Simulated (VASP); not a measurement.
# CuNi2O3 (P-3m1) in VASP: relaxation of shape and atoms at fixed volume with PBE

Aim: the relaxation of shape and atoms at fixed volume of CuNi2O3 with PBE.

All numbers are computed with VASP 6.6.1; they aren't measurements. Logs are shortened: lines on timing, memory, paths and dates and some standing lists are left out, and cuts for length are marked.

## (1) The cell of the first run

Symmetry: P-3m1, No. 164, trigonal system. Conventional cell: a = 2.939 Å, b = 2.939 Å, c = 7.299 Å, α = 90.00°, β = 90.00°, γ = 120.00°. Cu (site symmetry -3m) has 6 O at 2.16 Å and 6 Cu at 2.94 Å and 6 Ni at 2.97 Å within 3.0 Å. Ni (site symmetry 3m) has 6 O at 2.02 to 2.09 Å within 2.7 Å. O (site symmetry -3m) has 6 Ni at 2.09 Å and 12 O at 2.87 to 2.94 Å within 3.0 Å. Within 2.7 Å of O (site symmetry 3m) lie 3 Ni at 2.02 Å and 3 Cu at 2.16 Å.

## (2) Relaxation of shape and atoms at fixed volume, PBE, collinear spin (9.10 Å³/atom)

Contents of INCAR:

```
SYSTEM = CuNi2O3
PREC = Accurate
ENCUT = 600
EDIFF = 1E-6
ISMEAR = 0
SIGMA = 0.1
LREAL = .False.
LASPH = .True.
NELM = 150
ALGO = Normal
ISIF = 4
LWAVE = .False.
LCHARG = .False.
ISPIN = 2
MAGMOM = -0.21 1.44 1.44 0.22 0.13 0.13
LORBIT = 11
LMAXMIX = 4
GGA = PE
IBRION = 2
NSW = 50
EDIFFG = -0.01
KPAR = 4
```

Contents of KPOINTS:

```
regular mesh
0
Gamma
  12 12 4
  0 0 0
```

Contents of POSCAR:

```
CuNi2O3
1.0
    2.9393142992      0.0000000000      0.0000000000
   -1.4696571496      2.5455208528      0.0000000000
    0.0000000000      0.0000000000      7.2994367327
Cu Ni O
1 2 3
Direct
    0.0000000000      0.0000000000      0.0000000000
    0.3333333333      0.6666666667      0.6666225975
    0.6666666667      0.3333333333      0.3333774025
    0.0000000000      0.0000000000      0.5000000000
    0.3333333333      0.6666666667      0.1825481623
    0.6666666667      0.3333333333      0.8174518377
```

Potentials or basis: VASP PAW PBE potentials, release 64 (Cu, Ni, O).

Command:

```
$ cat potpaw_PBE.64/Cu/POTCAR potpaw_PBE.64/Ni/POTCAR potpaw_PBE.64/O/POTCAR > POTCAR
$ mpirun -np 4 vasp_std > vasp.out
```

OUTCAR:

```text
SYSTEM = CuNi2O3
   PREC = Accurate
   ENCUT = 600
   EDIFF = 1E-6
   ISMEAR = 0
   LREAL = .False.
   LASPH = .True.
   NELM = 150
   ISIF = 4
   ISPIN = 2
   LORBIT = 11
   GGA = PE
   IBRION = 2
   NSW = 50
   EDIFFG = -0.01

 ion  position               nearest neighbor table
   1  0.000  0.000  0.000-   5 2.16   6 2.16   5 2.16   6 2.16   6 2.16   5 2.16
   2  0.333  0.667  0.667-   6 2.02   6 2.02   6 2.02   4 2.09   4 2.09   4 2.09   3 2.97   3 2.97
                             3 2.97
   3  0.667  0.333  0.333-   5 2.02   5 2.02   5 2.02   4 2.09   4 2.09   4 2.09   2 2.97   2 2.97
                             2 2.97
   4  0.000  0.000  0.500-   2 2.09   3 2.09   2 2.09   3 2.09   3 2.09   2 2.09
   5  0.333  0.667  0.183-   3 2.02   3 2.02   3 2.02   1 2.16   1 2.16   1 2.16
   6  0.667  0.333  0.817-   2 2.02   2 2.02   2 2.02   1 2.16   1 2.16   1 2.16

  LATTYP: Found a hexagonal cell.
 ALAT       =     2.9393142992
 C/A-ratio  =     2.4833808126

  Lattice vectors:

 A1 = (   2.9393142992,   0.0000000000,   0.0000000000)
 A2 = (  -1.4696571496,   2.5455208528,   0.0000000000)
 A3 = (   0.0000000000,   0.0000000000,   7.2994367327)

Analysis of symmetry for initial positions (statically):
=====================================================================
 Subroutine PRICEL returns:
 Original cell was already a primitive cell.

 Routine SETGRP: Setting up the symmetry group for a
 hexagonal supercell.

 Subroutine GETGRP returns: Found 12 space group operations
 (whereof 12 operations were pure point group operations)
 out of a pool of 24 trial point group operations.

The static configuration has the point symmetry D_3d.

Analysis of symmetry for dynamics (positions and initial velocities):
=====================================================================
 Subroutine PRICEL returns:
 Original cell was already a primitive cell.

 Routine SETGRP: Setting up the symmetry group for a
 hexagonal supercell.

 Subroutine GETGRP returns: Found 12 space group operations
 (whereof 12 operations were pure point group operations)
 out of a pool of 24 trial point group operations.

The dynamic configuration has the point symmetry D_3d.

Analysis of structural, dynamic, and magnetic symmetry:
=====================================================================
 Subroutine PRICEL returns:
 Original cell was already a primitive cell.

 Routine SETGRP: Setting up the symmetry group for a
 hexagonal supercell.

 Subroutine GETGRP returns: Found 12 space group operations
 (whereof 12 operations were pure point group operations)
 out of a pool of 24 trial point group operations.

The overall configuration has the point symmetry D_3d.

 Subroutine INISYM returns: Found 12 space group operations
 (whereof 12 operations are pure point group operations),
 and found     1 'primitive' translations

----------------------------------------------------------------------------------------

                                     Primitive cell

  volume of cell :      54.6150

  direct lattice vectors                    reciprocal lattice vectors
     2.939314299  0.000000000  0.000000000     0.340215403  0.196423455  0.000000000
    -1.469657150  2.545520853  0.000000000     0.000000000  0.392846909  0.000000000
     0.000000000  0.000000000  7.299436733     0.000000000  0.000000000  0.136996872

  length of vectors
     2.939314299  2.939314299  7.299436733     0.392846909  0.392846909  0.136996872

  position of ions in fractional coordinates (direct lattice)
     0.000000000  0.000000000  0.000000000
     0.333333333  0.666666667  0.666622598
     0.666666667  0.333333333  0.333377402
     0.000000000  0.000000000  0.500000000
     0.333333333  0.666666667  0.182548162
     0.666666667  0.333333333  0.817451838

  ion indices of the primitive-cell ions
   primitive index   ion index
                 1           1
                 2           2
                 3           3
                 4           4
                 5           5
                 6           6

----------------------------------------------------------------------------------------

 KPOINTS: regular mesh

Automatic generation of k-mesh.
 Grid dimensions read from file:
 generate k-points for:   12   12    4

 Generating k-lattice:

  Cartesian coordinates                     Fractional coordinates (reciprocal lattice)
     0.028351284  0.016368621  0.000000000     0.083333333  0.000000000  0.000000000
     0.000000000  0.032737242  0.000000000     0.000000000  0.083333333  0.000000000
     0.000000000  0.000000000  0.034249218     0.000000000  0.000000000  0.250000000

  Length of vectors
     0.032737242  0.032737242  0.034249218

  Shift w.r.t. Gamma in fractional coordinates (k-lattice)
     0.000000000  0.000000000  0.000000000

 Subroutine IBZKPT returns following result:
 ===========================================

 Found     69 irreducible k-points:

 Following reciprocal coordinates:
            Coordinates               Weight
  0.000000  0.000000  0.000000      1.000000
  0.083333  0.000000  0.000000      6.000000
  0.166667  0.000000  0.000000      6.000000
  0.250000  0.000000  0.000000      6.000000
  0.333333  0.000000  0.000000      6.000000
  0.416667  0.000000  0.000000      6.000000
[... 16 lines left out ...]
  0.166667  0.000000  0.250000      6.000000
  0.000000  0.166667  0.250000      6.000000
 [... further k-points ...]
   k-points           NKPTS =     69   k-points in BZ     NKDIM =     69   number of bands    NBANDS=     31
   number of dos      NEDOS =    301   number of ions     NIONS =      6
   total plane-waves  NPLWV =  34560
   dimension x,y,z NGX =    24 NGY =   24 NGZ =   60
   dimension x,y,z NGXF=    48 NGYF=   48 NGZF=  120
   ions per type =               1   2   3
   NGX,Y,Z   is equivalent  to a cutoff of  13.57, 13.57, 13.67 a.u.
   NGXF,Y,Z  is equivalent  to a cutoff of  27.15, 27.15, 27.33 a.u.
 SYSTEM =  CuNi2O3
   PREC   = accura    normal or accurate (medium, high low for compatibility)
   ISTART =      0    job   : 0-new  1-cont  2-samecut
   ICHARG =      2    charge: 1-file 2-atom 10-const
   ISPIN  =      2    spin polarized calculation?
   LNONCOLLINEAR =      F non collinear calculations
   LSORBIT =      F    spin-orbit coupling
   LASPH  =      T    aspherical Exc in radial PAW
   ENCUT  =  600.0 eV  44.10 Ry    6.64 a.u.   5.87  5.87 14.58*2*pi/ulx,y,z
   NELM   =    150;   NELMIN=  2; NELMDL= -5     # of ELM steps
   EDIFF  = 0.1E-05   stopping-criterion for ELM
   LREAL  =      F    real-space projection
   EDIFFG = -.1E-01   stopping-criterion for IOM
   NSW    =     50    number of steps for IOM
   IBRION =      2    ionic relax: 0-MD 1-quasi-New 2-CG
   NFREE  =      1    steps in history (QN), initial steepest desc. (CG)
   ISIF   =      4    stress and relaxation
   ISYM   =      2    0-nonsym 1-usesym 2-fastsym
   POTIM  = 0.5000    time-step for ionic-motion
   TEBEG  =    0.0;   TEEND  =   0.0 temperature during run
   PSTRESS=    0.0 pullay stress
   NELECT =      49.0000    total number of electrons
   NUPDOWN=      -1.0000    fix difference up-down
   EMIN   =  10.00;   EMAX   =-10.00  energy-range for DOS
   EFERMI =   0.00;   METHOD = LEGACY
   ISMEAR =     0;   SIGMA  =   0.10  broadening in eV -4-tet -1-fermi 0-gaus
   EFERMI_NEDOS =   21; number of points for ismear=-14 and -15
   IALGO  =     38    algorithm
   IMIX   =      4    mixing-type and parameters
     AMIX     =   0.40;   BMIX     =  1.00
     AMIX_MAG =   1.60;   BMIX_MAG =  1.00
  volume/ion in A,a.u.               =       9.10        61.43
  Fermi-wavevector in a.u.,A,eV,Ry     =   1.578954  2.983791 33.920632  2.493096
  Thomas-Fermi vector in A             =   2.679407
   LORBIT       =     11    0 simple, 1 ext, 2 COOP (PROOUT), +10 PAW based schemes
   GGA     = PE    functional components
   LHFCALC =     F    Hartree Fock is set to
   AEXX    =    0.0000 exact exchange contribution
   IVDW    =     0    specifies the selected vdW correction
   LEPSILON=     F    determine dielectric tensor
   LRPA    =     F    only Hartree local field effects (RPA)
 conjugate gradient relaxation of ions
 spin polarized calculation
 Gauss-broadening in eV      SIGMA  =   0.10
  energy-cutoff  :      600.00
  volume of cell :       54.62
 maximum number of plane-waves:      1852
   NGX = 11   NGY = 11   NGZ = 29

--------------------------------------- Ionic step        1  -------------------------------------------

 number of electron      48.9999989 magnetization       2.9807754

 Free energy of the ion-electron system (eV)
  ---------------------------------------------------
  ext. energy  EPLUGINS =         0.00000000
  ---------------------------------------------------
  free energy    TOTEN  =       -32.78934560 eV

  energy without entropy =      -32.77724433  energy(sigma->0) =      -32.78329497

------------------------ aborting loop because EDIFF is reached ----------------------------------------

  FORCE on cell =-STRESS in cart. coord.  units (eV):
  Direction    XX          YY          ZZ          XY          YZ          ZX
  --------------------------------------------------------------------------------------
  -------------------------------------------------------------------------------------
  Total        1.9758838      1.9758838      1.9966738     -0.0000000      0.0000000      0.0000000
  in kB       57.9642147     57.9642147     58.5741052     -0.0000000      0.0000000      0.0000000
  external PRESSURE =      58.1675115 kB  Pullay stress =       0.0000000 kB
[... 145 lines left out ...]
  energy  without entropy=      -32.7778483852  energy(sigma->0) =      -32.78396199

--------------------------------------- Ionic step        5  -------------------------------------------

 number of electron      48.9999991 magnetization       2.9796776

 Free energy of the ion-electron system (eV)
  ---------------------------------------------------
  ext. energy  EPLUGINS =         0.00000000
  ---------------------------------------------------
  free energy    TOTEN  =       -32.79014769 eV

  energy without entropy =      -32.77792385  energy(sigma->0) =      -32.78403577

 E-fermi :   7.5972     XC(G=0): -12.6692

 val. band max:        7.5958840310   @ k =   0.4167   0.0833   0.0000
 cond. band min:       7.6132856324   @ k =   0.2500   0.0000   0.5000
 fundamental gap:      0.0174016014
 Fermi energy:         7.5972122528

 spin component 1

 k-point     1 :       0.0000    0.0000    0.0000
  band No.  band energies     occupation
      1     -12.7621      1.00000
      2     -11.8739      1.00000
      3     -11.6333      1.00000
      4       0.3175      1.00000
      5       0.4091      1.00000
      6       1.9167      1.00000
[... 805 lines left out ...]
     30      14.5007      0.00000
     31      17.3099      0.00000

 [... further k-points ...]

 spin component 2

 k-point     1 :       0.0000    0.0000    0.0000
  band No.  band energies     occupation
      1     -12.5111      1.00000
      2     -11.6556      1.00000
      3     -11.3410      1.00000
      4       0.5768      1.00000
      5       0.5835      1.00000
      6       2.8664      1.00000
[... 840 lines left out ...]
  FREE ENERGIE OF THE ION-ELECTRON SYSTEM (eV)
  ---------------------------------------------------
  free  energy   TOTEN  =       -32.7901476857 eV

  energy  without entropy=      -32.7779238498  energy(sigma->0) =      -32.78403577

 reached required accuracy - stopping structural energy minimisation

 total charge

# of ion       s       p       d       tot
------------------------------------------
    1        0.279   0.284   9.241   9.805
    2        0.355   0.444   8.247   9.046
    3        0.355   0.444   8.247   9.046
    4        1.557   3.424   0.000   4.980
    5        1.566   3.393   0.000   4.959
    6        1.566   3.393   0.000   4.959
--------------------------------------------------
tot          5.678  11.381  25.734  42.794

 magnetization (x)

# of ion       s       p       d       tot
------------------------------------------
    1        0.015   0.014  -0.184  -0.155
    2        0.005   0.009   1.286   1.300
    3        0.005   0.009   1.286   1.300
    4        0.025   0.164   0.000   0.190
    5        0.013   0.107   0.000   0.120
    6        0.013   0.107   0.000   0.120
--------------------------------------------------
tot          0.078   0.411   2.388   2.876
```

Run time: 8 min. Hardware: 4 MPI ranks of Oxide Virtual Turin-like, shared host; peak memory 0.34 GiB.

Results:

| Property | Result |
| --- | --- |
| Free energy | -32.7901 eV |
| Energy gained by relaxing | 0.1 meV/atom |
| Ionic steps | 5 |
| Pressure after relaxing | 5.8 GPa |
| Largest force after relaxing | 0.004 eV/Å |
| Band gap on the k mesh | zero (filled and empty bands overlap) |
| Net moment | 2.98 μB per cell |
| Site moments | Cu -0.15; Ni +1.30; O +0.19, +0.12 (each value once) μB |
| Valence electrons inside the program's atomic spheres | Cu 9.80; Ni 9.05; O 4.98, 4.96 (each value once) |

Forces on the atoms (eV/Å):
```
Cu   0.000  0.000  0.000
Ni   0.000  0.000 -0.004
Ni   0.000  0.000  0.004
O    0.000  0.000  0.000
O    0.000  0.000  0.000
O    0.000  0.000  0.000
```

The path:
| step | energy change (eV) | largest force (eV/Å) | pressure (GPa) | volume (Å³) |
| --- | --- | --- | --- | --- |
| 1 | 0.0000 | 0.0809 | 5.82 | 54.62 |
| 2 | -0.0006 | 0.0366 | 5.80 | 54.62 |
| 3 | -0.0006 | 0.0323 | 5.86 | 54.62 |
| 4 | -0.0007 | 0.0182 | 5.79 | 54.62 |
| 5 | -0.0008 | 0.0042 | 5.79 | 54.62 |

Final structure:
```
CELL_PARAMETERS angstrom
2.93939 0.00000 0.00000
-1.46970 2.54559 0.00000
0.00000 0.00000 7.29906
ATOMIC_POSITIONS crystal
Cu 0.00000 0.00000 0.00000
Ni 0.33333 0.66667 0.66661
Ni 0.66667 0.33333 0.33339
O 0.00000 0.00000 0.50000
O 0.33333 0.66667 0.18119
O 0.66667 0.33333 0.81881
```

Caveat: semilocal functionals often make such compounds metallic where correlation or magnetic order opens a gap, which also shifts bond lengths.
